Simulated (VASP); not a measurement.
Here is a VASP 6.6.1 calculation.

The input INCAR:

```
SYSTEM = Zr
  PREC = Accurate
  ENCUT = 520
  EDIFF = 1E-6
  ISMEAR = 0
  SIGMA = 0.15
  LREAL = .FALSE.
  LASPH = .TRUE.
  NELM = 60
  ALGO = Fast
  ISIF = 2
  LWAVE = .FALSE.
  LCHARG = .FALSE.
  GGA = PE
  NBANDS = 19
```

Contents of KPOINTS:

```
Automatic mesh
0
G
  18 18 10
  0 0 0
```

POSCAR

```
Zr
1.0
    3.2966381870      0.0000000000      0.0000000000
   -1.6483190935      2.7430127144      0.0000000000
    0.0000000000      0.0000000000      5.1470000000
Zr
2
Direct
    0.3333333333      0.6666666667      0.2500000000
    0.6666666667      0.3333333333      0.7500000000
```

Potentials or basis: VASP PAW PBE potentials, release 64 (Zr_sv).

Launch:

```console
$ cat potpaw_PBE.64/Zr_sv/POTCAR > POTCAR
$ mpirun -np 1 vasp_std > vasp.out
```

Problem. Estimate the band gap on the k mesh.

Solution. Zero (bands 12 and 13 overlap by 1.29 eV).

Problem. Estimate the pressure.

Solution. 0.5 GPa.

Forces on the atoms (eV/Å):
```
Zr   0.000 -0.081  0.000
Zr   0.000  0.081  0.000
```

Caveat: the cell differs from its parent crystal (strain +0.0200 x Voigt [1, -1, 0, 0, 0, 0]).
